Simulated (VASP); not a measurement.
Write the native input for VASP 6.6.1 that does the following.

```
Task                    : single point
Functional              : PBE
Potentials or basis     : VASP PAW PBE potentials, release 64 (Te)
Cutoff                  : 520 eV
k mesh                  : 15 × 15 × 15
Occupations             : fermi-dirac, width 0.08 eV
Spin                    : no spin polarisation
Dipole correction       : no
k mesh for the DOS      : 23 × 23 × 23
Occupations for the DOS : tetrahedron
Further INCAR settings  : ALGO = Normal; EDIFF = 1e-06
```

Te:

```
CELL_PARAMETERS angstrom
-2.55978 2.55978 1.35055
2.55978 -2.55978 1.35055
2.55978 2.55978 -1.35055
ATOMIC_POSITIONS crystal
Te 0.62500 0.87500 0.75000
Te 0.37500 0.12500 0.25000
```

The input as run:

POSCAR

```
Te
1.0
   -2.5597820091      2.5597820091      1.3505531705
    2.5597820091     -2.5597820091      1.3505531705
    2.5597820091      2.5597820091     -1.3505531705
Te
2
Direct
   -0.3750000000     -0.1250000000     -0.2500000000
    0.3750000000      0.1250000000      0.2500000000
```

INCAR.step1

```
  PREC = Accurate
  ENCUT = 520
  EDIFF = 1E-6
  ISMEAR = -1
  SIGMA = 0.08
  LREAL = False
  LASPH = True
  NELM = 60
  ALGO = Normal
  ISIF = 2
  LWAVE = False
  LCHARG = True
  GGA = PE
  NBANDS = 13
```

KPOINTS.step1

```
regular mesh
0
Gamma
  15 15 15
```

INCAR.step2

```
  PREC = Accurate
  ENCUT = 520
  EDIFF = 1E-6
  ISMEAR = -5
  SIGMA = 0.08
  LREAL = False
  LASPH = True
  NELM = 60
  ALGO = Normal
  ISIF = 2
  LWAVE = False
  LCHARG = False
  GGA = PE
  LORBIT = 11
  NEDOS = 2001
  ICHARG = 11
```

KPOINTS.step2

```
regular mesh
0
Gamma
  23 23 23
```

Potentials or basis: VASP PAW PBE potentials, release 64 (Te).

Launch:

```console
$ cat potpaw_PBE.64/Te/POTCAR > POTCAR
$ cp INCAR.step1 INCAR
$ cp KPOINTS.step1 KPOINTS
$ mpirun -np 1 vasp_std > vasp.out
$ cp INCAR.step2 INCAR
$ cp KPOINTS.step2 KPOINTS
$ mpirun -np 1 vasp_std > vasp.out
```

It gave:

```yaml
Valence_electrons_inside_the_program's_atomic_spheres: Te 3.71
```

It took 3.6 min on 1 thread of Intel(R) Xeon(R) Platinum 8488C (Sapphire Rapids) (shared host), peak memory 0.45 GiB.
